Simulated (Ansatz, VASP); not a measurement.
## Two plane-wave programs on W

```
W
1.0
     2.75543    0.00000    0.00000
    -1.37771    2.38627    0.00000
     0.00000    0.00000    4.95950
W
2
Direct
  0.33333 0.66667 0.25000
  0.66667 0.33333 0.75000
```

Alike in both runs: functional r2SCAN; k mesh 24 × 24 × 12; occupations gaussian, width 0.1 eV; no spin polarisation.

Ansatz relaxed the structure, and its values are those at the end. VASP's run is a single point on that final structure, the one shown.

```csv
,VASP,Ansatz
version,VASP 6.6.1,Ansatz 0.2.0
potentials or method,"VASP PAW PBE potentials, release 64 (W_sv), cutoff 520 eV","scalar-relativistic, plane waves, PAW"
valence electrons in the cell,28,28
```

Ansatz gave:

| Quantity | Value |
| --- | --- |
| gap on the k mesh at the Fermi level (eV) | none |
| pressure (GPa) | 0.0 |

Task: Estimate VASP's values.

Result: gap on the k mesh at the Fermi level (eV): none; pressure (GPa): 1.1.

VASP's potentials were made for PBE, not for r2SCAN. A gap of «none» marks a metal or a gap that the smearing closes.

Spin-orbit coupling is off throughout.
